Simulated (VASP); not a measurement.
Crystal: BP.

```
B P
1.0
     0.00000    2.26832    2.26832
     2.26832    0.00000    2.26832
     2.26832    2.26832    0.00000
B P
1 1
Direct
  0.00000 0.00000 0.00000
  0.25000 0.25000 0.25000
```

Program: VASP 6.6.1. Alike in all runs: task single point; potentials or basis VASP PAW PBE potentials, release 64 (B, P); no spin polarisation; cell as given; k mesh 6 × 6 × 6; cutoff (eV) 520; smearing gaussian 0.01 eV.

Question: Order these runs on this cell by their band gap on the k mesh, lowest first.
A. level HSE06; grid for exact exchange (PRECFOCK) Normal; screening parameter 0.2079 1/Å
B. level r2SCAN
C. level PBE

Answer: C (1.33 eV), B (1.54 eV), A (2.06 eV).

A k mesh can miss the band edges.
